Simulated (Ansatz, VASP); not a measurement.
## Si2C: VASP beside Ansatz

The input INCAR:

```
SYSTEM = Si2C
PREC = Accurate ; ENCUT = 600
EDIFF = 1E-7 ; ISMEAR = 0
SIGMA = 0.1 ; LREAL = .False.
LASPH = .True. ; NELM = 80
ALGO = Normal ; ISIF = 3
LWAVE = .False. ; LCHARG = .False.
GGA = PE ; IBRION = 2
NSW = 100 ; EDIFFG = -0.01
```

Contents of KPOINTS:

```
regular mesh
0
Gamma
  18 18 12
  0 0 0
```

File POSCAR:

```
Si2C
1.0
    2.9669885569      0.0000000000      0.0000000000
   -1.4834942785      2.5694874630      0.0000000000
    0.0000000000      0.0000000000      4.2445539741
Si C
2 1
Direct
    0.6666666667      0.3333333333      0.7752350987
    0.3333333333      0.6666666667      0.2247649013
    0.0000000000      0.0000000000      0.5000000000
```

Input for Ansatz:

```yaml
crystal:
  lattice:
    - [2.9669885569, 0.0, 0.0]
    - [-1.4834942785, 2.569487463, 0.0]
    - [0.0, 0.0, 4.2445539741]
  atoms:
    - { symbol: Si, position: [0.6666666667, 0.3333333333, 0.7752350987] }
    - { symbol: Si, position: [0.3333333333, 0.6666666667, 0.2247649013] }
    - { symbol: C, position: [0.0, 0.0, 0.5] }
basis:
  ecutwfc: 420
kpoints:
  mp_grid: { grid: [18, 18, 12] }
hamiltonian:
  xc: pbe
scf:
  occupations: { method: gaussian, width: 0.1 }
output:
  forces: true
  stress: true
  eigenvalues: true
relax:
  adjacent_minimum: "off"
  f_tol: 0.01
  max_steps: 80
  cell: { stress_tol: 0.05 }
```

Alike in both runs: task relaxation of cell and atoms; functional PBE; k mesh 18 × 18 × 12; occupations gaussian, width 0.1 eV; no spin polarisation.

|  | VASP | Ansatz |
| --- | --- | --- |
| version | VASP 6.6.1 | Ansatz 0.2.0 |
| potentials or method | VASP PAW PBE potentials, release 64 (Si, C), cutoff 600 eV | scalar-relativistic, plane waves, PAW |
| valence electrons in the cell | 12 | 12 |

Ansatz gave:

* gap on the k mesh at the Fermi level, each at its own relaxed structure (eV): none
* relaxed volume (Å³/atom): 10.80
* relaxed cell length with the largest relative difference (Å): 4.262

Task: Which values does VASP return?

Result: gap on the k mesh at the Fermi level, each at its own relaxed structure (eV): none; relaxed volume (Å³/atom): 10.79; relaxed cell length with the largest relative difference (Å): 4.261.

A gap of «none» marks a metal or a gap that the smearing closes.
